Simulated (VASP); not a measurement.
Set up this calculation in VASP 6.6.1, as the native input.

* Task: single point
* Functional: PBE
* Potentials or basis: VASP PAW PBE potentials, release 64 (Ba_sv, S)
* Cutoff: 520 eV
* k mesh: 8 × 8 × 8
* Occupations: fermi-dirac, width 0.02 eV
* Spin: no spin polarisation
* Dipole correction: no
* Further INCAR settings: ALGO = Normal; EDIFF = 1e-06; NBANDS = 15

The structure of BaS lies in POSCAR:

```
BaS
1.0
    0.0000000000      3.1618125000      3.1937500000
    3.1618125000      0.0000000000      3.1937500000
    3.1618125000      3.1618125000      0.0000000000
Ba S
1 1
Direct
    0.0000000000      0.0000000000      0.0000000000
    0.5000000000      0.5000000000      0.5000000000
```

This cell differs from its parent crystal: equal xx and yy strain of -1 %.

The input as run:

INCAR

```
PREC     = Accurate       # precision mode
ENCUT    = 520            # plane-wave cutoff, eV
EDIFF    = 1E-6           # SCF threshold, eV
ISMEAR   = -1             # smearing method
SIGMA    = 0.02           # smearing width, eV
LREAL    = F              # projectors in reciprocal space
LASPH    = T              # aspherical terms in the spheres
NELM     = 80             # most SCF steps
ALGO     = Normal         # electronic algorithm
ISIF     = 2              # what is computed and relaxed
LWAVE    = F              # write WAVECAR
LCHARG   = T              # write CHGCAR
GGA      = PE             # functional
LELF     = T              # ELF
LVHAR    = T            
NBANDS   = 15             # bands
```

KPOINTS

```
regular mesh
0
Gamma
  8 8 8
```

Potentials or basis: VASP PAW PBE potentials, release 64 (Ba_sv, S).

The run is started by

```sh
$ cat potpaw_PBE.64/Ba_sv/POTCAR potpaw_PBE.64/S/POTCAR > POTCAR
$ mpirun -np 1 vasp_std > vasp.out
```

It gave:

```
Pressure               : 2.4 GPa
Band gap on the k mesh : 2.06 eV (least direct gap 2.18 eV)
```

Caveat: the cell differs from its parent crystal (equal xx and yy strain of -1 %); spin-orbit coupling is left out, which moves the levels of the heavy elements.

Wall time 80 s on 1 thread of Intel(R) Xeon(R) Platinum 8175M CPU @ 2.50GHz (Skylake/Cascade Lake), on a shared host, peak memory 0.23 GiB.
